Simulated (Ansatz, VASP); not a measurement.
AlGa5P6: VASP beside Ansatz

```
Al Ga P
1.0
     0.00046    0.00040    6.39388
     6.72242    0.00062    0.00054
    -3.36067    5.82202    0.00010
Al Ga P
1 5 6
Direct
  0.49923 0.99991 0.99989
  0.49985 0.33321 0.66655
  0.49984 0.66658 0.33321
  0.00024 0.00008 0.66668
  0.00025 0.66667 0.00011
  0.00030 0.33350 0.33353
  0.87426 0.33344 0.66679
  0.87292 0.00013 0.00014
  0.87425 0.66677 0.33346
  0.37427 0.99989 0.66673
  0.37428 0.66678 0.99987
  0.37431 0.33304 0.33303
```

Change from the starting cell: cell x1, atoms moved at random (sigma 0.1 Å) and cell strained at random (1.5 %), then relaxed without symmetry.

Alike in both runs: functional PBE; k mesh 2 × 3 × 3; occupations gaussian, width 0.1 eV; no spin polarisation.

Ansatz relaxed the structure, and its values are those at the end. VASP's run is a single point on that final structure, the one shown.

```csv
,VASP,Ansatz
version,VASP 6.6.1,Ansatz 0.2.0
potentials or method,"VASP PAW PBE potentials, release 64 (Al, Ga_d, P), cutoff 520 eV","scalar-relativistic, plane waves, PAW"
valence electrons in the cell,98,98
```

Ansatz gave:

```
gap on the k mesh at the Fermi level (eV) : 1.41
least direct gap on the mesh (eV)         : 1.41
pressure (GPa)                            : 0.0
```

Which values does VASP return?

gap on the k mesh at the Fermi level (eV): 1.40; least direct gap on the mesh (eV): 1.40; pressure (GPa): 0.0.

The k mesh is coarse, so the values compare programs but aren't converged.
